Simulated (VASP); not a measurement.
Here is a VASP 6.6.1 calculation.

INCAR

```
SYSTEM = TiO2
ALGO = Normal ; EDIFF = 1E-7
ENCUT = 520 ; ISIF = 2
ISMEAR = -1 ; LASPH = .TRUE.
LCHARG = .FALSE. ; LREAL = .FALSE.
LWAVE = .FALSE. ; NBANDS = 33
NELM = 80 ; PREC = Accurate
SIGMA = 0.05
```

File KPOINTS:

```
k-points
0
G
  6 6 9
  0 0 0
```

POSCAR

```
TiO2
1.0
    4.6900531165      0.0000000000      0.0000000000
    0.0000000000      4.6900531165      0.0000000000
    0.0000000000      0.0000000000      3.0172520901
Ti O
2 4
Direct
    0.0000000000      0.0000000000      0.5000000000
    0.5000000000      0.5000000000      0.0000000000
    0.3043213200      0.3043213200      0.5000000000
    0.1956786800      0.8043213200      0.0000000000
    0.8043213200      0.1956786800      0.0000000000
    0.6956786800      0.6956786800      0.5000000000
```

Potentials or basis: VASP PAW LDA potentials, release 64 (Ti_sv, O).

Run with:

```bash
$ cat potpaw_LDA.64/Ti_sv/POTCAR potpaw_LDA.64/O/POTCAR > POTCAR
$ mpirun -np 1 vasp_std > vasp.out
```

Problem. Estimate the band gap on the k mesh.

Solution. 1.62 eV.

Problem. Estimate the largest force.

Solution. 0.348 eV/Å.

Problem. Predict the pressure.

Solution. -19.5 GPa.

Stress tensor (GPa, compression positive):
```
-17.63   0.00   0.00
  0.00 -17.63   0.00
  0.00   0.00 -23.24
```

Caveat: the cell stands under tension; an odd mesh through Γ misses points on the zone boundary, where band edges can lie.
